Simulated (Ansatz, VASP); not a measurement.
NaCl: VASP beside Ansatz

```xyz
2
Lattice="3.7824 0.0000 0.0000 0.0000 3.7824 0.0000 0.0000 0.0000 3.6423" Properties=species:S:1:pos:R:3 pbc="T T T"
Na    0.0000    0.0000    0.0000
Cl    1.8912    1.8912    1.8211
```

Change from the starting cell: strain +0.080 along x and y, +0.040 along z, atoms carried along.

Alike in both runs: task single point; functional PBEsol; k mesh 6 × 6 × 6; occupations gaussian, width 0.05 eV; no spin polarisation.

|  | VASP | Ansatz |
| --- | --- | --- |
| version | VASP 6.6.1 | Ansatz 0.2.0 |
| potentials or method | VASP PAW PBE potentials, release 64 (Na_pv, Cl), cutoff 520 eV | scalar-relativistic, plane waves, PAW |
| valence electrons in the cell | 14 | 16 |

Ansatz gave:

```
gap on the k mesh at the Fermi level (eV)                     : 3.19
least direct gap on the mesh (eV)                             : 3.50
pressure (GPa)                                                : -3.9
traceless stress, the component that is largest in VASP (GPa) : 1.32
```

Task: Estimate VASP's values.

Result: gap on the k mesh at the Fermi level (eV): 3.18; least direct gap on the mesh (eV): 3.50; pressure (GPa): -3.9; traceless stress, the component that is largest in VASP (GPa): 1.32.

VASP's potentials were made for PBE, not for PBEsol. VASP's potentials hold 14 valence electrons a cell and Ansatz's 16, so a difference there can come from the potentials and not from the codes.
